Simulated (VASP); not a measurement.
Write the native input for VASP 6.6.1 that does the following.

| Property | Result |
| --- | --- |
| Task | single point |
| Functional | LDA |
| Potentials or basis | VASP PAW LDA potentials, release 64 (Sn_d, Ir) |
| Cutoff | 520 eV |
| k mesh | 9 × 9 × 1 |
| Occupations | fermi-dirac, width 0.08 eV |
| Spin | no spin polarisation |
| Dipole correction | yes |
| Further INCAR settings | ALGO = Normal; EDIFF = 1e-07; NBANDS = 46 |

The structure of Sn2Ir lies in POSCAR:

```
Sn2Ir
1.0
    4.4575016955      0.0000000000      0.0000000000
   -2.2287508478      3.8603097057      0.0000000000
    0.0000000000      0.0000000000     21.4593000000
Sn Ir
4 2
Direct
    0.0000000000      0.0000000000      0.3747709475
    0.6666666667      0.3333333333      0.4573669373
    0.3333333333      0.6666666667      0.5426330628
    0.0000000000      0.0000000000      0.6252290526
    0.3333333333      0.6666666667      0.4176708308
    0.6666666667      0.3333333333      0.5823291690
```

The input as run:

INCAR

```
SYSTEM = Sn2Ir
ALGO = Normal ; DIPOL = 0.5 0.5 0.500
EDIFF = 1E-7 ; ENCUT = 520
GGA = CA ; IDIPOL = 3
ISIF = 2 ; ISMEAR = -1
LASPH = .TRUE. ; LCHARG = .FALSE.
LDIPOL = .TRUE. ; LREAL = .FALSE.
LWAVE = .FALSE. ; NBANDS = 46
NELM = 80 ; PREC = Accurate
SIGMA = 0.08
```

KPOINTS

```
k-points
0
G
  9 9 1
  0 0 0
```

Potentials or basis: VASP PAW LDA potentials, release 64 (Sn_d, Ir).

The run is started by

```bash
$ cat potpaw_LDA.64/Sn_d/POTCAR potpaw_LDA.64/Ir/POTCAR > POTCAR
$ mpirun -np 1 vasp_std > vasp.out
```

Results of the run:

```json
{
 "Largest force": "0.031 eV/Å",
 "Band gap on the k mesh": "zero (bands 37 and 38 overlap by 1.55 eV)"
}
```

Caveat: spin-orbit coupling is left out, which moves the levels of the heavy elements.

It took 4.6 min on 1 thread of Intel(R) Xeon(R) Platinum 8559C (Emerald Rapids), with other jobs on the host, peak memory 0.46 GiB.
